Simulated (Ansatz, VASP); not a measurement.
TaN: VASP beside Ansatz

The input POSCAR:

```
TaN
1.0
    5.1996298253      0.0000000000      0.0000000000
   -2.5998149126      4.5030115190      0.0000000000
    0.0000000000      0.0000000000      2.9103592718
Ta N
3 3
Direct
    0.3333333333      0.6666666667      0.5000000000
    0.6666666667      0.3333333333      0.5000000000
    0.0000000000      0.0000000000      0.0000000000
    0.3924063645      0.0000000000      0.0000000000
    0.6075936355      0.6075936355      0.0000000000
    0.0000000000      0.3924063645      0.0000000000
```

The input INCAR.step1:

```
ALGO = Normal ; EDIFF = 1E-4
ENCUT = 520 ; GGA = PE
ISMEAR = 0 ; LASPH = T
LCHARG = F ; LREAL = F
LWAVE = T ; NBANDS = 33
NELM = 100 ; PREC = Accurate
SIGMA = 0.15
```

INCAR.step2

```
ALGO = Normal ; EDIFF = 1E-6
ENCUT = 520 ; ISIF = 2
ISMEAR = 0 ; ISTART = 1
LASPH = T ; LCHARG = F
LMIXTAU = T ; LREAL = F
LWAVE = F ; METAGGA = R2SCAN
NBANDS = 33 ; NELM = 100
PREC = Accurate ; SIGMA = 0.15
```

KPOINTS

```
k-points
0
Gamma
  6 6 12
```

Input for Ansatz:

```yaml
crystal:
  lattice:
    - [5.1996298253, 0.0, 0.0]
    - [-2.5998149126, 4.503011519, 0.0]
    - [0.0, 0.0, 2.9103592718]
  atoms:
    - { symbol: Ta, position: [0.3333333333, 0.6666666667, 0.5] }
    - { symbol: Ta, position: [0.6666666667, 0.3333333333, 0.5] }
    - { symbol: Ta, position: [0.0, 0.0, 0.0] }
    - { symbol: "N", position: [0.3924063645, 0.0, 0.0] }
    - { symbol: "N", position: [0.6075936355, 0.6075936355, 0.0] }
    - { symbol: "N", position: [0.0, 0.3924063645, 0.0] }
basis:
  ecutwfc: 500
kpoints:
  mp_grid: { grid: [6, 6, 12] }
hamiltonian:
  xc: r2scan
scf:
  occupations: { method: gaussian, width: 0.15 }
output:
  forces: true
  stress: true
  eigenvalues: true
```

Alike in both runs: task single point; functional r2SCAN; k mesh 6 × 6 × 12; occupations gaussian, width 0.15 eV; no spin polarisation.

|  | VASP | Ansatz |
| --- | --- | --- |
| version | VASP 6.6.1 | Ansatz 0.2.0 |
| potentials or method | VASP PAW PBE potentials, release 64 (Ta_pv, N), cutoff 520 eV | scalar-relativistic, plane waves, PAW |
| valence electrons in the cell | 48 | 54 |

VASP gave:

```
gap on the k mesh at the Fermi level (eV)                     : none
pressure (GPa)                                                : 1.5
traceless stress, the component that is largest in VASP (GPa) : -0.35
rms of the force components (eV/Å)                            : 0.004
```

Question: What did Ansatz give for the same quantities?

Answer: gap on the k mesh at the Fermi level (eV): none; pressure (GPa): 0.0; traceless stress, the component that is largest in VASP (GPa): -0.24; rms of the force components (eV/Å): 0.000.

VASP's potentials were made for PBE, not for r2SCAN. Atom by atom the forces differ by 0.003 eV/Å (rms over components). A gap of «none» marks a metal or a gap that the smearing closes. With one functional, cell and mesh, what is left measures potentials, basis and numerics. VASP's potentials hold 48 valence electrons a cell and Ansatz's 54, so a difference there can come from the potentials and not from the codes.

Neither program's run includes spin-orbit coupling.
